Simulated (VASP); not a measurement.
CdTe, 2 atoms in the cell. The structure is tetragonal, space group I-4m2 (No. 119). Conventional cell: a = 4.639 Å, b = 4.639 Å, c = 6.822 Å, α = 90.00°, β = 90.00°, γ = 90.00°. Within 3.8 Å of Cd (site symmetry -4m2) lie 4 Te at 2.88 Å. Te (site symmetry -4m2) has 4 Cd at 2.88 Å within 3.8 Å.  This cell differs from its parent crystal: uniaxial x strain +4.0%.

- Program: VASP 6.6.1
- Task: single point
- Functional: PBE
- Potentials or basis: VASP PAW PBE potentials, release 64 (Cd, Te)
- Cutoff: 500 eV
- k mesh: 4 × 4 × 4
- Occupations: gaussian, width 0.01 eV
- Spin: no spin polarisation
- Dipole correction: no
- Further INCAR settings: ALGO = Normal; EDIFF = 1e-06; NBANDS = 16

Potentials or basis: VASP PAW PBE potentials, release 64 (Cd, Te).

Command:

```bash
$ cat potpaw_PBE.64/Cd/POTCAR potpaw_PBE.64/Te/POTCAR > POTCAR
$ mpirun -np 1 vasp_std > vasp.out
```

Hardware: 1 thread of Intel(R) Xeon(R) 6975P-C (Granite Rapids), on a shared host.

Question: How long does it take, and how much memory?

Answer: It took 9 s on 1 thread of Intel(R) Xeon(R) 6975P-C (Granite Rapids) (shared host), peak memory 0.2 GiB. Counts: scf iterations 13, k points 13.
